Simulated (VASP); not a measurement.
# NaSnCl3 (Pm-3m) in VASP: a series of runs

NaSnCl3 is run at these levels: PBE; tasks: single point.

Everything below comes from runs of VASP 6.6.1. Logs are shortened: lines on timing, memory, paths and dates and some standing lists are left out, and cuts for length are marked.

### Step 1. The cell of the first run

Symmetry: Pm-3m, No. 221, cubic system. The conventional cell has a = 5.448 Å, b = 5.448 Å, c = 5.448 Å, α = 90.00°, β = 90.00°, γ = 90.00°. Within 5.1 Å of Na (site symmetry m-3m) lie 12 Cl at 3.85 Å and 8 Sn at 4.72 Å. Within 3.6 Å of Sn (site symmetry m-3m) lie 6 Cl at 2.72 Å. Within 3.6 Å of Cl (site symmetry 4/mmm) lie 2 Sn at 2.72 Å.

### Step 2. Single point, PBE (32.34 Å³/atom)

Contents of INCAR:

```
PREC     = Accurate       # precision mode
ENCUT    = 520            # plane-wave cutoff, eV
EDIFF    = 1E-6           # SCF threshold, eV
ISMEAR   = 0              # smearing method
SIGMA    = 0.01           # smearing width, eV
LREAL    = False          # projectors in reciprocal space
LASPH    = True           # aspherical terms in the spheres
NELM     = 60             # most SCF steps
ALGO     = Normal         # electronic algorithm
ISIF     = 2              # what is computed and relaxed
LWAVE    = False          # write WAVECAR
LCHARG   = True           # write CHGCAR
GGA      = PE             # functional
LELF     = True           # ELF
LVHAR    = True         
NBANDS   = 29             # bands
```

Contents of KPOINTS:

```
regular mesh
0
Gamma
  4 4 4
```

Contents of POSCAR:

```
NaSnCl3
1.0
    5.4479237645      0.0000000000      0.0000000000
    0.0000000000      5.4479237645      0.0000000000
    0.0000000000      0.0000000000      5.4479237645
Na Sn Cl
1 1 3
Direct
    0.0000000000      0.0000000000      0.0000000000
    0.5000000000      0.5000000000      0.5000000000
    0.5000000000      0.5000000000      0.0000000000
    0.5000000000      0.0000000000      0.5000000000
    0.0000000000      0.5000000000      0.5000000000
```

Potentials or basis: VASP PAW PBE potentials, release 64 (Na_pv, Sn_d, Cl).

Run with:

```sh
$ cat potpaw_PBE.64/Na_pv/POTCAR potpaw_PBE.64/Sn_d/POTCAR potpaw_PBE.64/Cl/POTCAR > POTCAR
$ mpirun -np 1 vasp_std > vasp.out
```

OUTCAR:

```text
PREC = Accurate
   ENCUT = 520
   EDIFF = 1E-6
   ISMEAR = 0
   LREAL = False
   LASPH = True
   NELM = 60
   ISIF = 2
   GGA = PE

 ion  position               nearest neighbor table
   1  0.000  0.000  0.000-
   2  0.500  0.500  0.500-   3 2.72   4 2.72   5 2.72   3 2.72   4 2.72   5 2.72
   3  0.500  0.500  0.000-   2 2.72   2 2.72
   4  0.500  0.000  0.500-   2 2.72   2 2.72
   5  0.000  0.500  0.500-   2 2.72   2 2.72

  LATTYP: Found a simple cubic cell.
 ALAT       =     5.4479237645

  Lattice vectors:

 A1 = (   5.4479237645,   0.0000000000,   0.0000000000)
 A2 = (   0.0000000000,   5.4479237645,   0.0000000000)
 A3 = (   0.0000000000,   0.0000000000,   5.4479237645)

Analysis of symmetry for initial positions (statically):
=====================================================================
 Subroutine PRICEL returns:
 Original cell was already a primitive cell.

 Routine SETGRP: Setting up the symmetry group for a
 simple cubic supercell.

 Subroutine GETGRP returns: Found 48 space group operations
 (whereof 48 operations were pure point group operations)
 out of a pool of 48 trial point group operations.

The static configuration has the point symmetry O_h .

Analysis of symmetry for dynamics (positions and initial velocities):
=====================================================================
 Subroutine PRICEL returns:
 Original cell was already a primitive cell.

 Routine SETGRP: Setting up the symmetry group for a
 simple cubic supercell.

 Subroutine GETGRP returns: Found 48 space group operations
 (whereof 48 operations were pure point group operations)
 out of a pool of 48 trial point group operations.

The dynamic configuration has the point symmetry O_h .

 Subroutine INISYM returns: Found 48 space group operations
 (whereof 48 operations are pure point group operations),
 and found     1 'primitive' translations

----------------------------------------------------------------------------------------

                                     Primitive cell

  volume of cell :     161.6937

  direct lattice vectors                    reciprocal lattice vectors
     5.447923764  0.000000000  0.000000000     0.183556166  0.000000000  0.000000000
     0.000000000  5.447923764  0.000000000     0.000000000  0.183556166  0.000000000
     0.000000000  0.000000000  5.447923764     0.000000000  0.000000000  0.183556166

  length of vectors
     5.447923764  5.447923764  5.447923764     0.183556166  0.183556166  0.183556166

  position of ions in fractional coordinates (direct lattice)
     0.000000000  0.000000000  0.000000000
     0.500000000  0.500000000  0.500000000
     0.500000000  0.500000000  0.000000000
     0.500000000  0.000000000  0.500000000
     0.000000000  0.500000000  0.500000000

  ion indices of the primitive-cell ions
   primitive index   ion index
                 1           1
                 2           2
                 3           3
                 4           4
                 5           5

----------------------------------------------------------------------------------------

 KPOINTS: regular mesh

Automatic generation of k-mesh.
 Grid dimensions read from file:
 generate k-points for:    4    4    4

 Generating k-lattice:

  Cartesian coordinates                     Fractional coordinates (reciprocal lattice)
     0.045889042  0.000000000  0.000000000     0.250000000  0.000000000  0.000000000
     0.000000000  0.045889042  0.000000000     0.000000000  0.250000000  0.000000000
     0.000000000  0.000000000  0.045889042     0.000000000  0.000000000  0.250000000

  Length of vectors
     0.045889042  0.045889042  0.045889042

  Shift w.r.t. Gamma in fractional coordinates (k-lattice)
     0.000000000  0.000000000  0.000000000

 Subroutine IBZKPT returns following result:
 ===========================================

 Found     10 irreducible k-points:

 Following reciprocal coordinates:
            Coordinates               Weight
  0.000000  0.000000  0.000000      1.000000
  0.250000  0.000000  0.000000      6.000000
  0.500000  0.000000  0.000000      3.000000
  0.250000  0.250000  0.000000     12.000000
  0.500000  0.250000  0.000000     12.000000
  0.500000  0.500000  0.000000      3.000000
  0.250000  0.250000  0.250000      8.000000
  0.500000  0.250000  0.250000     12.000000
  0.500000  0.500000  0.250000      6.000000
  0.500000  0.500000  0.500000      1.000000
   k-points           NKPTS =     10   k-points in BZ     NKDIM =     10   number of bands    NBANDS=     29
   number of dos      NEDOS =    301   number of ions     NIONS =      5
   total plane-waves  NPLWV =  74088
   dimension x,y,z NGX =    42 NGY =   42 NGZ =   42
   dimension x,y,z NGXF=    84 NGYF=   84 NGZF=   84
   ions per type =               1   1   3
   NGX,Y,Z   is equivalent  to a cutoff of  12.82, 12.82, 12.82 a.u.
   NGXF,Y,Z  is equivalent  to a cutoff of  25.63, 25.63, 25.63 a.u.
 SYSTEM =  unknown system
   PREC   = accura    normal or accurate (medium, high low for compatibility)
   ISTART =      0    job   : 0-new  1-cont  2-samecut
   ICHARG =      2    charge: 1-file 2-atom 10-const
   ISPIN  =      1    spin polarized calculation?
   LNONCOLLINEAR =      F non collinear calculations
   LSORBIT =      F    spin-orbit coupling
   LASPH  =      T    aspherical Exc in radial PAW
   ENCUT  =  520.0 eV  38.22 Ry    6.18 a.u.  10.13 10.13 10.13*2*pi/ulx,y,z
   NELM   =     60;   NELMIN=  2; NELMDL= -5     # of ELM steps
   EDIFF  = 0.1E-05   stopping-criterion for ELM
   LREAL  =      F    real-space projection
   EDIFFG = 0.1E-04   stopping-criterion for IOM
   NSW    =      0    number of steps for IOM
   IBRION =     -1    ionic relax: 0-MD 1-quasi-New 2-CG
   NFREE  =      0    steps in history (QN), initial steepest desc. (CG)
   ISIF   =      2    stress and relaxation
   ISYM   =      2    0-nonsym 1-usesym 2-fastsym
   POTIM  = 0.5000    time-step for ionic-motion
   TEBEG  =    0.0;   TEEND  =   0.0 temperature during run
   PSTRESS=    0.0 pullay stress
   NELECT =      42.0000    total number of electrons
   NUPDOWN=      -1.0000    fix difference up-down
   EMIN   =  10.00;   EMAX   =-10.00  energy-range for DOS
   EFERMI =   0.00;   METHOD = LEGACY
   ISMEAR =     0;   SIGMA  =   0.01  broadening in eV -4-tet -1-fermi 0-gaus
   EFERMI_NEDOS =   21; number of points for ismear=-14 and -15
   IALGO  =     38    algorithm
   IMIX   =      4    mixing-type and parameters
     AMIX     =   0.40;   BMIX     =  1.00
     AMIX_MAG =   1.60;   BMIX_MAG =  1.00
  volume/ion in A,a.u.               =      32.34       218.23
  Fermi-wavevector in a.u.,A,eV,Ry     =   1.044544  1.973903 14.844950  1.091073
  Thomas-Fermi vector in A             =   2.179302
   LORBIT       =      0    0 simple, 1 ext, 2 COOP (PROOUT), +10 PAW based schemes
   GGA     = PE    functional components
   LHFCALC =     F    Hartree Fock is set to
   AEXX    =    0.0000 exact exchange contribution
   IVDW    =     0    specifies the selected vdW correction
   LEPSILON=     F    determine dielectric tensor
   LRPA    =     F    only Hartree local field effects (RPA)
 non-spin polarized calculation
 Gauss-broadening in eV      SIGMA  =   0.01
  energy-cutoff  :      520.00
  volume of cell :      161.69
 maximum number of plane-waves:      4388
 NGX is ok and might be reduce to    42
   NGX = 21   NGY = 21   NGZ = 21

 number of electron      42.0000005 magnetization

 Free energy of the ion-electron system (eV)
  ---------------------------------------------------
  ext. energy  EPLUGINS =         0.00000000
  ---------------------------------------------------
  free energy    TOTEN  =       -16.30929361 eV

  energy without entropy =      -16.30929361  energy(sigma->0) =      -16.30929361

 E-fermi :   3.1370     XC(G=0):  -7.3151

 val. band max:        3.0733391921   @ k =   0.5000   0.5000   0.5000
 cond. band min:       3.3262672750   @ k =   0.0000   0.0000   0.0000
 fundamental gap:      0.2529280829
 Fermi energy:         3.1370318015

 k-point     1 :       0.0000    0.0000    0.0000
  band No.  band energies     occupation
      1     -23.7767      2.00000
      2     -23.7767      2.00000
      3     -23.7767      2.00000
      4     -19.4220      2.00000
      5     -19.4220      2.00000
      6     -19.3678      2.00000
[... 21 lines left out ...]
     28       8.0814      0.00000
     29       8.0814      0.00000

 k-point     2 :       0.2500    0.0000    0.0000
  band No.  band energies     occupation
      1     -23.7768      2.00000
      2     -23.7767      2.00000
      3     -23.7767      2.00000
      4     -19.4220      2.00000
      5     -19.4142      2.00000
      6     -19.3681      2.00000
[... 21 lines left out ...]
     28       8.0373      0.00000
     29       8.0845      0.00000

 k-point     3 :       0.5000    0.0000    0.0000
  band No.  band energies     occupation
      1     -23.7768      2.00000
      2     -23.7767      2.00000
      3     -23.7767      2.00000
      4     -19.4220      2.00000
      5     -19.4063      2.00000
      6     -19.3683      2.00000
[... 21 lines left out ...]
     28       7.7829      0.00000
     29       8.3802      0.00000

 k-point     4 :       0.2500    0.2500    0.0000
  band No.  band energies     occupation
      1     -23.7768      2.00000
      2     -23.7768      2.00000
      3     -23.7767      2.00000
      4     -19.4181      2.00000
      5     -19.4102      2.00000
      6     -19.3683      2.00000
[... 149 lines left out ...]
     28       7.9019      0.00000
     29       9.5507      0.00000

 k-point     9 :       0.5000    0.5000    0.2500
  band No.  band energies     occupation
      1     -23.7768      2.00000
      2     -23.7768      2.00000
      3     -23.7768      2.00000
      4     -19.4062      2.00000
      5     -19.3982      2.00000
      6     -19.3687      2.00000
[... 21 lines left out ...]
     28       7.7420      0.00000
     29       9.6318      0.00000

 k-point    10 :       0.5000    0.5000    0.5000
  band No.  band energies     occupation
      1     -23.7768      2.00000
      2     -23.7768      2.00000
      3     -23.7768      2.00000
      4     -19.3981      2.00000
      5     -19.3981      2.00000
      6     -19.3687      2.00000
[... 21 lines left out ...]
     28       8.0179      0.00000
     29       9.3313      0.00000

------------------------ aborting loop because EDIFF is reached ----------------------------------------

  FORCE on cell =-STRESS in cart. coord.  units (eV):
  Direction    XX          YY          ZZ          XY          YZ          ZX
  --------------------------------------------------------------------------------------
  -------------------------------------------------------------------------------------
  Total        1.7853473      1.7853473      1.7853473     -0.0000000      0.0000000     -0.0000000
  in kB       17.6905045     17.6905045     17.6905045     -0.0000000      0.0000000     -0.0000000
  external PRESSURE =      17.6905045 kB  Pullay stress =       0.0000000 kB

 VOLUME and BASIS-vectors are now :
 -----------------------------------------------------------------------------
  energy-cutoff  :      520.00
  volume of cell :      161.69
      direct lattice vectors                 reciprocal lattice vectors
     5.447923764  0.000000000  0.000000000     0.183556166  0.000000000  0.000000000
     0.000000000  5.447923764  0.000000000     0.000000000  0.183556166  0.000000000
     0.000000000  0.000000000  5.447923764     0.000000000  0.000000000  0.183556166

 POSITION                                       TOTAL-FORCE (eV/Angst)
 -----------------------------------------------------------------------------------
      0.00000      0.00000      0.00000         0.000000      0.000000      0.000000
      2.72396      2.72396      2.72396         0.000000      0.000000      0.000000
      2.72396      2.72396      0.00000         0.000000      0.000000      0.000000
      2.72396      0.00000      2.72396         0.000000      0.000000      0.000000
      0.00000      2.72396      2.72396         0.000000      0.000000      0.000000
 -----------------------------------------------------------------------------------
    total drift:                                0.000000     -0.000000     -0.000000

  FREE ENERGIE OF THE ION-ELECTRON SYSTEM (eV)
  ---------------------------------------------------
  free  energy   TOTEN  =       -16.3092936128 eV

  energy  without entropy=      -16.3092936128  energy(sigma->0) =      -16.30929361
```

Wall time 23 s (1 thread of Intel Xeon 6975P-C (Granite Rapids), shared host); peak memory 0.26 GiB.

Results:

```yaml
Free_energy: -16.3093 eV
Pressure: 1.8 GPa
Band_gap_on_the_k_mesh: 0.25 eV (least direct gap 0.52 eV)
```

Caveat: semilocal functionals underestimate gaps, and a narrow one can read as zero; spin-orbit coupling is left out, which moves the levels of the heavy elements. A k mesh can miss the band edges.

### Step 3. Single point, PBE (33.37 Å³/atom)

This run uses another cell than the first one, of 33.37 Å³/atom.

Contents of INCAR:

```
SYSTEM = NaSnCl3
ALGO = Normal ; EDIFF = 1E-6
ENCUT = 520 ; GGA = PE
ISIF = 2 ; ISMEAR = 0
LASPH = .True. ; LCHARG = .False.
LREAL = .False. ; LWAVE = .False.
NBANDS = 29 ; NELM = 60
PREC = Accurate ; SIGMA = 0.01
```

Contents of KPOINTS:

```
k-points
0
Gamma
  4 4 4
  0 0 0
```

POSCAR, as its differences from that of step 2:

```diff
@@ -2,5 +2,5 @@
 1.0
-    5.4479237645      0.0000000000      0.0000000000
-    0.0000000000      5.4479237645      0.0000000000
-    0.0000000000      0.0000000000      5.4479237645
+    5.5052745450      0.0000000000      0.0000000000
+    0.0000000000      5.5052745450      0.0000000000
+    0.0000000000      0.0000000000      5.5052745450
 Na Sn Cl
```

Potentials or basis: VASP PAW PBE potentials, release 64 (Na_pv, Sn_d, Cl).

Run with:

```sh
$ cat potpaw_PBE.64/Na_pv/POTCAR potpaw_PBE.64/Sn_d/POTCAR potpaw_PBE.64/Cl/POTCAR > POTCAR
$ mpirun -np 1 vasp_std > vasp.out
```

Wall time 22 s (1 thread of Intel Xeon 6975P-C (Granite Rapids), shared host); peak memory 0.27 GiB.

It converged, with:

```yaml
Free_energy: -16.3528 eV
Pressure: 0.9 GPa
Band_gap_on_the_k_mesh: 0.52 eV (least direct gap 0.71 eV)
```

Levels at points of the mesh, in eV from the valence-band top:
| k point | band 19 | band 20 | band 21 | band 22 | band 23 | band 24 |
| --- | --- | --- | --- | --- | --- | --- |
| (0.00, 0.00, 0.00) | -3.82 | -3.82 | -3.82 | 0.52 | 4.76 | 4.76 |
| (0.50, 0.00, 0.00) | -3.82 | -3.82 | -2.38 | 1.71 | 1.84 | 2.93 |
| (0.50, 0.50, 0.00) | -4.05 | -3.39 | -1.14 | 1.24 | 1.24 | 2.11 |
| (0.50, 0.50, 0.50) | -3.39 | -3.39 | 0.00 | 0.71 | 0.71 | 0.71 |

Caveat: semilocal functionals underestimate gaps, and a narrow one can read as zero; spin-orbit coupling is left out, which moves the levels of the heavy elements.

### Step 4. Single point, PBE

This run uses another cell than the first one, of 34.40 Å³/atom.

Contents of INCAR:

```
  PREC = Accurate
  ENCUT = 520
  EDIFF = 1E-6
  ISMEAR = 0
  SIGMA = 0.01
  LREAL = F
  LASPH = T
  NELM = 60
  ALGO = Normal
  ISIF = 2
  LWAVE = F
  LCHARG = T
  GGA = PE
  LELF = T
  LVHAR = T
  NBANDS = 29
```

Contents of KPOINTS:

```
regular mesh
0
Gamma
  4 4 4
```

POSCAR, as its differences from that of step 3:

```diff
@@ -2,5 +2,5 @@
 1.0
-    5.5052745450      0.0000000000      0.0000000000
-    0.0000000000      5.5052745450      0.0000000000
-    0.0000000000      0.0000000000      5.5052745450
+    5.5614546961      0.0000000000      0.0000000000
+    0.0000000000      5.5614546961      0.0000000000
+    0.0000000000      0.0000000000      5.5614546961
 Na Sn Cl
```

Run with:

```sh
$ cat potpaw_PBE.64/Na_pv/POTCAR potpaw_PBE.64/Sn_d/POTCAR potpaw_PBE.64/Cl/POTCAR > POTCAR
$ mpirun -np 1 vasp_std > vasp.out
```

Run time: 26 s. Hardware: 1 thread of Intel Xeon 6975P-C (Granite Rapids), shared host; peak memory 0.27 GiB.

The run converged. Its results:

| Property | Result |
| --- | --- |
| Free energy | -16.3696 eV |
| Pressure | 0.1 GPa |
| Band gap on the k mesh | 0.76 eV (least direct gap 0.88 eV) |

Levels at points of the mesh, in eV from the valence-band top:
```tsv
k point	band 19	band 20	band 21	band 22	band 23	band 24
(0.00, 0.00, 0.00)	-3.54	-3.54	-3.54	0.76	5.01	5.01
(0.50, 0.00, 0.00)	-3.54	-3.54	-2.24	1.82	2.03	3.16
(0.50, 0.50, 0.00)	-3.75	-3.13	-1.08	1.37	1.37	2.29
(0.50, 0.50, 0.50)	-3.13	-3.13	0.00	0.88	0.88	0.88
```

Caveat: semilocal functionals underestimate gaps, and a narrow one can read as zero; spin-orbit coupling is left out, which moves the levels of the heavy elements. A k mesh can miss the band edges.

### Step 5. Single point, PBE (35.43 Å³/atom)

This run uses another cell than the first one, of 35.43 Å³/atom.

Contents of INCAR:

```
SYSTEM = NaSnCl3
ALGO = Normal
EDIFF = 1E-6
ENCUT = 520
GGA = PE
ISIF = 2
ISMEAR = 0
LASPH = .True.
LCHARG = .True.
LELF = .True.
LREAL = .False.
LVHAR = .True.
LWAVE = .False.
NBANDS = 29
NELM = 80
PREC = Accurate
SIGMA = 0.01
```

Contents of KPOINTS:

```
k-points
0
Gamma
  4 4 4
  0 0 0
```

POSCAR, as its differences from that of step 4:

```diff
@@ -2,5 +2,5 @@
 1.0
-    5.5614546961      0.0000000000      0.0000000000
-    0.0000000000      5.5614546961      0.0000000000
-    0.0000000000      0.0000000000      5.5614546961
+    5.6165221853      0.0000000000      0.0000000000
+    0.0000000000      5.6165221853      0.0000000000
+    0.0000000000      0.0000000000      5.6165221853
 Na Sn Cl
```

Run with:

```sh
$ cat potpaw_PBE.64/Na_pv/POTCAR potpaw_PBE.64/Sn_d/POTCAR potpaw_PBE.64/Cl/POTCAR > POTCAR
$ mpirun -np 1 vasp_std > vasp.out
```

It took 27 s on 1 thread of Intel Xeon 6975P-C (Granite Rapids), shared host; peak memory 0.27 GiB.

It converged, with:

* Free energy: -16.3635 eV
* Pressure: -0.5 GPa
* Band gap on the k mesh: 0.98 eV (least direct gap 1.03 eV)

Levels at points of the mesh, in eV from the valence-band top:
```tsv
k point	band 18	band 19	band 20	band 21	band 22	band 23	band 24	band 25
(0.00, 0.00, 0.00)	-3.29	-3.28	-3.28	-3.28	0.98	5.00	5.00	5.00
(0.50, 0.00, 0.00)	-3.37	-3.27	-3.27	-2.12	1.92	2.20	3.37	4.48
(0.50, 0.50, 0.00)	-3.47	-3.47	-2.88	-1.01	1.50	1.50	2.45	4.02
(0.50, 0.50, 0.50)	-2.88	-2.88	-2.88	0.00	1.03	1.03	1.03	1.88
```

Caveat: spin-orbit coupling is left out, which moves the levels of the heavy elements.

### Step 6. Summary

| cell | gap on the mesh (eV) | pressure (GPa) |
| --- | --- | --- |
| a = 5.448 Å, 5 atoms | 0.25 | 1.8 |
| a = 5.505 Å, 5 atoms | 0.52 | 0.9 |
| a = 5.561 Å, 5 atoms | 0.76 | 0.1 |
| a = 5.617 Å, 5 atoms | 0.98 | -0.5 |

Alike in all rows: task single point; level PBE; potentials or basis VASP PAW PBE potentials, release 64 (Na_pv, Sn_d, Cl); no spin polarisation; k mesh 4 × 4 × 4; cutoff (eV) 520; smearing gaussian 0.01 eV.

Caveats: spin-orbit coupling is left out, which moves the levels of the heavy elements; semilocal functionals underestimate gaps, and a narrow one can read as zero (at least some runs).

Total energies depend on the potentials used, so only differences within one code and one set of settings carry meaning.
